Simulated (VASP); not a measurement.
A run of VASP 6.6.1:

The input INCAR:

```
  PREC = Accurate
  ENCUT = 520
  EDIFF = 1E-6
  ISMEAR = 0
  SIGMA = 0.1
  LREAL = False
  LASPH = True
  NELM = 80
  ALGO = Normal
  ISIF = 2
  LWAVE = False
  LCHARG = False
  GGA = PE
  NBANDS = 36
```

The input KPOINTS:

```
Automatic mesh
0
Gamma
  6 6 1
```

The input POSCAR:

```
AlB2P3
1.0
    3.4840715100      0.0000000000      0.0000000000
   -1.7420357500      3.0172944400      0.0000000000
    0.0000000000      0.0000000000     17.3423803600
Al B P
2 4 6
Direct
    0.6666666700      0.3333333300      0.5001357800
    0.3333333300      0.6666666700      0.0001357800
    0.6666666700      0.3333333300      0.1668024500
    0.6666666700      0.3333333300      0.8334691100
    0.3333333300      0.6666666700      0.3334691100
    0.3333333300      0.6666666700      0.6668024500
    0.6666666700      0.3333333300      0.2915308900
    0.6666666700      0.3333333300      0.6248642200
    0.6666666700      0.3333333300      0.9581975500
    0.3333333300      0.6666666700      0.1248642200
    0.3333333300      0.6666666700      0.4581975500
    0.3333333300      0.6666666700      0.7915308900
```

Potentials or basis: VASP PAW PBE potentials, release 64 (Al, B, P).

Command:

```sh
$ cat potpaw_PBE.64/Al/POTCAR potpaw_PBE.64/B/POTCAR potpaw_PBE.64/P/POTCAR > POTCAR
$ mpirun -np 1 vasp_std > vasp.out
```

Hardware: 1 thread of AMD EPYC 7R43 64-Core Processor (Zen 3) (shared host).

Question: How long does it take, and how much memory?

Answer: Wall time 66 s on 1 thread of AMD EPYC 7R43 64-Core Processor (Zen 3), on a shared host, peak memory 0.28 GiB. Counts: scf iterations 17, k points 7.
